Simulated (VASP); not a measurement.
Pb3F2:

```
CELL_PARAMETERS angstrom
4.35435 0.00000 0.00000
-2.17718 3.77098 0.00000
0.00000 0.00000 6.77467
ATOMIC_POSITIONS crystal
Pb 0.00000 0.00000 0.00000
Pb 0.33333 0.66667 0.64500
Pb 0.66667 0.33333 0.35500
F 0.33333 0.66667 0.24500
F 0.66667 0.33333 0.75500
```

| Quantity | Value |
| --- | --- |
| Program | VASP 6.6.1 |
| Task | relaxation of cell and atoms |
| Functional | PBE |
| Potentials or basis | VASP PAW PBE potentials, release 64 (Pb_d, F) |
| Cutoff | 600 eV |
| k mesh | 6 × 6 × 4 |
| Occupations | gaussian, width 0.1 eV |
| Spin | no spin polarisation |

At the start: pressure 4.6 GPa; volume 22.25 Å³/atom.

Q: How do energy, volume and symmetry change on relaxing?

A: Over 48 steps the energy falls by 296.3 meV/atom and the volume is 24.75 Å³/atom (+11.2 %); space group P-3m1 (No. 164, to 0.1 Å) before and after.

Step by step:
| step | energy change (eV) | largest force (eV/Å) | pressure (GPa) | volume (Å³) |
| --- | --- | --- | --- | --- |
| 1 | 0.0000 | 1.0407 | 4.64 | 111.24 |
| 3 | -0.2922 | 0.6196 | -1.71 | 125.60 |
| 5 | -0.5735 | 0.1273 | 1.95 | 119.02 |
| 7 | -0.5907 | 0.0904 | 0.99 | 120.23 |
| 9 | -0.6055 | 0.1576 | -0.09 | 124.05 |
| 11 | -0.6220 | 0.1737 | 0.12 | 124.66 |
| 13 | -0.6645 | 0.1711 | 1.45 | 127.27 |
| 15 | -0.6681 | 0.1748 | 1.41 | 127.58 |
| 17 | -0.6852 | 0.1997 | 1.24 | 128.96 |
| 19 | -0.7859 | 0.3542 | 0.24 | 134.53 |
| 21 | -0.1057 | 0.9235 | -8.70 | 157.76 |
| 23 | -0.9719 | 0.3345 | -2.80 | 143.24 |
| 25 | -0.9782 | 0.2776 | -3.33 | 144.31 |
| 27 | -1.0187 | 0.2659 | -3.10 | 143.01 |
| 29 | -1.1535 | 0.2546 | -2.10 | 137.25 |
| 31 | -1.1977 | 0.6018 | -1.20 | 132.18 |
| 33 | -1.2461 | 0.3978 | 0.47 | 128.12 |
| 35 | -1.2692 | 0.3691 | 0.73 | 127.47 |
| 37 | -1.3038 | 0.4128 | -0.88 | 131.37 |
| 39 | -1.3556 | 0.3819 | -0.31 | 129.26 |
| 41 | -1.4203 | 0.2191 | -0.23 | 127.78 |
| 43 | -1.4698 | 0.0815 | -0.05 | 125.41 |
| 45 | -1.4805 | 0.0637 | -0.12 | 124.41 |
| 47 | -1.4815 | 0.0455 | 0.04 | 123.88 |
| 48 | -1.4815 | 0.0398 | 0.10 | 123.73 |

Final structure:
```
Pb F
1.0
     4.05402    0.00000    0.00000
    -2.02701    3.51089    0.00000
     0.00000    0.00000    8.69269
Pb F
3 2
Direct
  0.00000 0.00000 0.00000
  0.33333 0.66667 0.70891
  0.66667 0.33333 0.29109
  0.33333 0.66667 0.40028
  0.66667 0.33333 0.59972
```

Caveat: a cell axis changed by over 15 % at a fixed basis, so the end point is rough.
